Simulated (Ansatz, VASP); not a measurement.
ZnCd2Se3: VASP beside Ansatz

```
CELL_PARAMETERS angstrom
4.26471 0.00000 0.00000
-2.13235 3.69335 0.00000
0.00000 0.00000 10.52057
ATOMIC_POSITIONS crystal
Zn 0.66667 0.33333 0.66740
Cd 0.00000 0.00000 0.99073
Cd 0.33333 0.66667 0.33861
Se 0.00000 0.00000 0.73636
Se 0.66667 0.33333 0.43180
Se 0.33333 0.66667 0.08510
```

Alike in both runs: functional PBE; k mesh 12 × 12 × 4; occupations gaussian, width 0.02 eV; no spin polarisation.

Ansatz relaxed the structure, and its values are those at the end. VASP's run is a single point on that final structure, the one shown.

```csv
,VASP,Ansatz
version,VASP 6.6.1,Ansatz 0.2.0
potentials or method,"VASP PAW PBE potentials, release 64 (Zn, Cd, Se), cutoff 520 eV","scalar-relativistic, plane waves, PAW"
valence electrons in the cell,54,100
```

Ansatz gave:

- gap on the k mesh at the Fermi level (eV): 0.55
- least direct gap on the mesh (eV): 0.55
- pressure (GPa): 0.0
- rms of the force components (eV/Å): 0.003

What did VASP give for the same quantities?

gap on the k mesh at the Fermi level (eV): 0.55; least direct gap on the mesh (eV): 0.55; pressure (GPa): 0.2; rms of the force components (eV/Å): 0.006.

VASP's potentials hold 54 valence electrons a cell and Ansatz's 100, so a difference there can come from the potentials and not from the codes.
